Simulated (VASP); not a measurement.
Here is a VASP 6.6.1 calculation.

Contents of INCAR:

```
PREC = Accurate ; ENCUT = 600
EDIFF = 1E-6 ; ISMEAR = 0
SIGMA = 0.1 ; LREAL = False
LASPH = True ; NELM = 100
ALGO = Normal ; ISIF = 3
LWAVE = False ; LCHARG = False
GGA = PE ; IBRION = 2
NSW = 90 ; EDIFFG = -0.04
```

The input KPOINTS:

```
Automatic mesh
0
Gamma
  4 4 4
```

File POSCAR:

```
ZnO
1.0
    3.8730307900      0.0000000000      0.0000000000
    0.0000000000      3.8730307900      0.0000000000
    0.0000000000      0.0000000000      5.4772926700
Zn O
2 2
Direct
    0.0000000000      0.5000000000      0.0000000000
    0.5000000000      0.0000000000      0.5000000000
    0.5000000000      0.5000000000      0.2500000000
    0.5000000000      0.5000000000      0.7500000000
```

Potentials or basis: VASP PAW PBE potentials, release 64 (Zn, O).

The run is started by

```sh
$ cat potpaw_PBE.64/Zn/POTCAR potpaw_PBE.64/O/POTCAR > POTCAR
$ mpirun -np 1 vasp_std > vasp.out
```

**Question.** What does it give for the relaxed volume?

**Answer.** 12.51 Å³/atom.

**Question.** Predict the band gap on the k mesh.

**Answer.** Zero (bands 18 and 19 overlap by 0.54 eV).

Final structure:
```
Zn O
1.0
     3.04171    0.00000    0.00000
     0.00000    3.04171    0.00000
     0.00000    0.00000    5.40979
Zn O
2 2
Cartesian
  0.0000 1.5209 0.0000
  1.5209 0.0000 2.7049
  1.5209 1.5209 1.3524
  1.5209 1.5209 4.0573
```

Caveat: the k points lie up to 0.52 Å⁻¹ apart in the final cell, too coarse for converged energies and pressures of a metal; the cell differs from its parent crystal (atoms taken out); the volume moved by over 15 % at a fixed basis, so the end points are rough; semilocal functionals underestimate gaps, and a narrow one can read as zero.
